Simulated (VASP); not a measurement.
**Sn3Se: single point with PBEsol**

The system is Sn3Se.

```
Sn Se
1.0
     0.00000    3.62160    3.62160
     3.65819   -0.03658    3.65819
     3.65819    3.65819   -0.03658
Sn Se
3 1
Direct
  0.25000 0.25000 0.25000
  0.75000 0.75000 0.75000
  0.50000 0.50000 0.50000
  0.00000 0.00000 0.00000
```

This cell differs from its parent crystal: strain -0.0200 x Voigt [0, 0, 0, 1, 0, 0].

```
Program                : VASP 6.6.1
Task                   : single point
Functional             : PBEsol
Potentials or basis    : VASP PAW PBE potentials, release 64 (Sn_d, Se)
Cutoff                 : 520 eV
k mesh                 : 12 × 12 × 12
Occupations            : gaussian, width 0.15 eV
Spin                   : no spin polarisation
Dipole correction      : no
Further INCAR settings : ALGO = Normal; EDIFF = 1e-07; NBANDS = 32
```

```yaml
Pressure: 0.1 GPa
Largest_force: 0.051 eV/Å
Band_gap_on_the_k_mesh: zero (bands 24 and 25 overlap by 2.32 eV)
```

Forces in eV/Å, atoms in the order of the input:
```
Sn  -0.051  0.000  0.000
Sn   0.051  0.000  0.000
Sn   0.000  0.000  0.000
Se   0.000  0.000  0.000
```

Stress tensor (GPa, compression positive):
```
0.12 0.00 0.00
0.00 0.08 0.27
0.00 0.27 0.08
```

Levels at points of the mesh, in eV from the Fermi level:
```csv
k point,band 22,band 23,band 24,band 25,band 26,band 27
"(0.00, 0.00, 0.00)",-2.56,-1.50,-1.43,-1.39,-0.67,-0.61
"(0.50, 0.00, 0.00)",-2.37,-2.35,-0.78,0.47,2.17,2.32
"(0.00, 0.50, 0.00)",-2.32,-2.30,-0.77,0.51,2.13,2.27
"(0.50, 0.50, 0.00)",-0.22,0.52,0.53,1.16,2.88,2.88
"(0.00, 0.50, 0.50)",-0.21,0.48,0.56,1.17,2.81,2.96
```

Wall time 13 min on 1 thread of Intel(R) Xeon(R) Platinum 8259CL CPU @ 2.50GHz (Skylake/Cascade Lake), with other jobs on the host, peak memory 0.78 GiB.

Caveat: the cell differs from its parent crystal (strain -0.0200 x Voigt [0, 0, 0, 1, 0, 0]); the PAW data sets were made with another functional, which shifts forces and pressure a little; spin-orbit coupling is left out, which moves the levels of the heavy elements.
